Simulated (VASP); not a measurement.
# CuAu (P4/mmm) in VASP: notebook, part 2 of 2

VASP 6.6.1. The steps go on from the part before.

## 3. Single point, PBEsol (strain +0.030 along x and y, +0.015 along z)

Input file INCAR:

```
SYSTEM = CuAu
ALGO = Fast
EDIFF = 1E-6
ENCUT = 520
GGA = PS
ISIF = 2
ISMEAR = 0
LASPH = .True.
LCHARG = .False.
LREAL = .False.
LWAVE = .False.
NBANDS = 18
NELM = 80
PREC = Accurate
SIGMA = 0.15
```

Input file KPOINTS:

```
k-points
0
Gamma
  18 18 14
  0 0 0
```

Input file POSCAR:

```
CuAu
1.0
    2.8840000000      0.0000000000      0.0000000000
    0.0000000000      2.8840000000      0.0000000000
    0.0000000000      0.0000000000      3.7250500000
Cu Au
1 1
Direct
    0.5000000000      0.5000000000      0.5000000000
    0.0000000000      0.0000000000      0.0000000000
```

Potentials or basis: VASP PAW PBE potentials, release 64 (Cu, Au).

Command:

```console
cat potpaw_PBE.64/Cu/POTCAR potpaw_PBE.64/Au/POTCAR > POTCAR
mpirun -np 1 vasp_std > vasp.out
```

OUTCAR:

```text
SYSTEM = CuAu
   EDIFF = 1E-6
   ENCUT = 520
   GGA = PS
   ISIF = 2
   ISMEAR = 0
   LASPH = .True.
   LREAL = .False.
   NELM = 80
   PREC = Accurate

 ion  position               nearest neighbor table
   1  0.500  0.500  0.500-   2 2.76   2 2.76   2 2.76   2 2.76   2 2.76   2 2.76   2 2.76   2 2.76

   2  0.000  0.000  0.000-   1 2.76   1 2.76   1 2.76   1 2.76   1 2.76   1 2.76   1 2.76   1 2.76

  LATTYP: Found a simple tetragonal cell.
 ALAT       =     2.8840000000
 C/A-ratio  =     1.2916262136

  Lattice vectors:

 A1 = (   2.8840000000,   0.0000000000,   0.0000000000)
 A2 = (   0.0000000000,   2.8840000000,   0.0000000000)
 A3 = (   0.0000000000,   0.0000000000,   3.7250500000)

Analysis of symmetry for initial positions (statically):
=====================================================================
 Subroutine PRICEL returns:
 Original cell was already a primitive cell.

 Routine SETGRP: Setting up the symmetry group for a
 simple tetragonal supercell.

 Subroutine GETGRP returns: Found 16 space group operations
 (whereof 16 operations were pure point group operations)
 out of a pool of 16 trial point group operations.

The static configuration has the point symmetry D_4h.
[... 162 lines left out ...]

 E-fermi :   7.6453     XC(G=0): -12.4735

 val. band max:        7.6421867745   @ k =   0.2222   0.1111   0.3571
 cond. band min:       7.6498236596   @ k =   0.3889   0.2778   0.3571
 fundamental gap:      0.0076368851
 Fermi energy:         7.6453428105

 k-point     1 :       0.0000    0.0000    0.0000
  band No.  band energies     occupation
      1      -1.5965      2.00000
      2       1.5566      2.00000
      3       1.6961      2.00000
      4       3.8215      2.00000
      5       3.8215      2.00000
      6       4.7495      2.00000
[... 481 lines left out ...]
      5       3.8878      2.00000
      6       4.0066      2.00000
[... 10 lines left out ...]
     17      21.6371      0.00000
     18      24.2715      0.00000

 [... further k-points ...]

------------------------ aborting loop because EDIFF is reached ----------------------------------------

  FORCE on cell =-STRESS in cart. coord.  units (eV):
  Direction    XX          YY          ZZ          XY          YZ          ZX
  --------------------------------------------------------------------------------------
  -------------------------------------------------------------------------------------
  Total       -2.2706607     -2.2706607     -2.2638656      0.0000000      0.0000000     -0.0000000
  in kB     -117.4194947   -117.4194947   -117.0681102      0.0000000      0.0000000     -0.0000000
  external PRESSURE =    -117.3023665 kB  Pullay stress =       0.0000000 kB

 VOLUME and BASIS-vectors are now :
 -----------------------------------------------------------------------------
  energy-cutoff  :      520.00
  volume of cell :       30.98
      direct lattice vectors                 reciprocal lattice vectors
     2.884000000  0.000000000  0.000000000     0.346740638  0.000000000  0.000000000
     0.000000000  2.884000000  0.000000000     0.000000000  0.346740638  0.000000000
     0.000000000  0.000000000  3.725050000     0.000000000  0.000000000  0.268452772

 POSITION                                       TOTAL-FORCE (eV/Angst)
 -----------------------------------------------------------------------------------
      1.44200      1.44200      1.86252         0.000000      0.000000      0.000000
      0.00000      0.00000      0.00000         0.000000      0.000000      0.000000
 -----------------------------------------------------------------------------------
    total drift:                                0.000000      0.000000     -0.000000

  FREE ENERGIE OF THE ION-ELECTRON SYSTEM (eV)
  ---------------------------------------------------
  free  energy   TOTEN  =        -8.2619812876 eV

  energy  without entropy=       -8.2550055341  energy(sigma->0) =       -8.25849341
```

OSZICAR:

```text
N       E                     dE             d eps       ncg     rms          rms(c)
DAV:   1     0.126274676376E+03    0.12627E+03   -0.10924E+04 17202   0.169E+03
DAV:   2    -0.410185034897E+01   -0.13038E+03   -0.12199E+03 16082   0.293E+02
DAV:   3    -0.938046425708E+01   -0.52786E+01   -0.51305E+01 18756   0.684E+01
DAV:   4    -0.945457418448E+01   -0.74110E-01   -0.74042E-01 19780   0.685E+00
DAV:   5    -0.945641785364E+01   -0.18437E-02   -0.18436E-02 20562   0.109E+00    0.111E+01
RMM:   6    -0.899468789188E+01    0.46173E+00   -0.67214E+00 18287   0.416E+01    0.656E+00
RMM:   7    -0.829869433163E+01    0.69599E+00   -0.22937E+00 18083   0.222E+01    0.464E+00
RMM:   8    -0.826640568119E+01    0.32289E-01   -0.17878E-01 18824   0.468E+00    0.227E+00
RMM:   9    -0.827918945397E+01   -0.12784E-01   -0.92056E-02 18613   0.527E+00    0.118E+00
RMM:  10    -0.826237604238E+01    0.16813E-01   -0.62253E-02 19327   0.362E+00    0.307E-01
RMM:  11    -0.826224657298E+01    0.12947E-03   -0.67118E-03 21356   0.852E-01    0.225E-01
RMM:  12    -0.826225161250E+01   -0.50395E-05   -0.11744E-03 20432   0.329E-01    0.139E-01
RMM:  13    -0.826198514309E+01    0.26647E-03   -0.78249E-04 19109   0.421E-01    0.932E-02
RMM:  14    -0.826198278580E+01    0.23573E-05   -0.16298E-04 20478   0.109E-01    0.201E-02
RMM:  15    -0.826198057665E+01    0.22092E-05   -0.21578E-05 21300   0.605E-02    0.403E-03
RMM:  16    -0.826198128762E+01   -0.71096E-06   -0.66802E-06 15055   0.192E-02
   1 F= -.82619813E+01 E0= -.82584934E+01  d E =-.697575E-02
```

Wall time 97 s (1 thread of Intel Xeon 6975P-C (Granite Rapids), shared host); peak memory 0.35 GiB.

What came out:

| Item | Value |
| --- | --- |
| Free energy | -8.2620 eV |
| Pressure | -11.7 GPa |
| Band gap on the k mesh | zero (band 11 reaches 12.66 eV, above the bottom of band 12 at 5.78 eV) |

Caveat: the cell differs from its parent crystal (strain +0.030 along x and y, +0.015 along z); the PAW data sets were made with another functional, which shifts forces and pressure a little; spin-orbit coupling is left out, which moves the levels of the heavy elements.
